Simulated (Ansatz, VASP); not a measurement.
# Two plane-wave programs on Mg2SO

File INCAR:

```
ALGO = Normal
EDIFF = 1E-6
ENCUT = 520
GGA = PE
ISIF = 2
ISMEAR = 0
LASPH = T
LCHARG = F
LREAL = F
LWAVE = F
NBANDS = 16
NELM = 80
PREC = Accurate
SIGMA = 0.01
```

KPOINTS

```
k-points
0
Gamma
  8 8 8
```

File POSCAR:

```
Mg2SO
1.0
    1.7159438464      0.9907006416      5.6550197355
   -1.7159438464      0.9907006416      5.6550197355
    0.0000000000     -1.9814012832      5.6550197355
O S Mg
1 1 2
Direct
    1.0000000000      0.0000000000      0.0000000000
    0.5000000000      0.5000000000      0.5000000000
    0.2614704948      0.2614704948      0.2614704948
    0.7385295052      0.7385295052      0.7385295052
```

Input for Ansatz:

```yaml
crystal:
  lattice:
    - [1.7159438464, 0.9907006416, 5.6550197355]
    - [-1.7159438464, 0.9907006416, 5.6550197355]
    - [0.0, -1.9814012832, 5.6550197355]
  atoms:
    - { symbol: O, position: [1.0, 0.0, 0.0] }
    - { symbol: S, position: [0.5, 0.5, 0.5] }
    - { symbol: Mg, position: [0.2614704948, 0.2614704948, 0.2614704948] }
    - { symbol: Mg, position: [0.7385295052, 0.7385295052, 0.7385295052] }
kpoints:
  mp_grid: { grid: [8, 8, 8] }
hamiltonian:
  xc: pbe
scf:
  occupations: { method: fixed }
  n_extra_bands: 5
output:
  forces: true
  stress: true
  eigenvalues: true
```

Alike in both runs: task single point; functional PBE; k mesh 8 × 8 × 8; no spin polarisation.

```csv
,VASP,Ansatz
version,VASP 6.6.1,Ansatz 0.2.0
potentials or method,"VASP PAW PBE potentials, release 64 (O, S, Mg)","plane waves, PAW"
plane-wave cutoff (eV),520,420
occupations,"gaussian, width 0.01 eV",fixed
valence electrons in the cell,16,32
```

```csv
,VASP,Ansatz,Ansatz less VASP
gap on the k mesh at the Fermi level (eV),0.75,0.78,+0.029
pressure (GPa),-5.5,-5.1,+0.41
"traceless stress, the component that is largest in VASP (GPa)",-0.06,-0.09,-0.024
rms of the force components (eV/Å),0.043,0.041,-0.0020
```

Atom by atom the forces differ by 0.002 eV/Å (rms over components). VASP's potentials hold 16 valence electrons a cell and Ansatz's 32, so a difference there can come from the potentials and not from the codes.
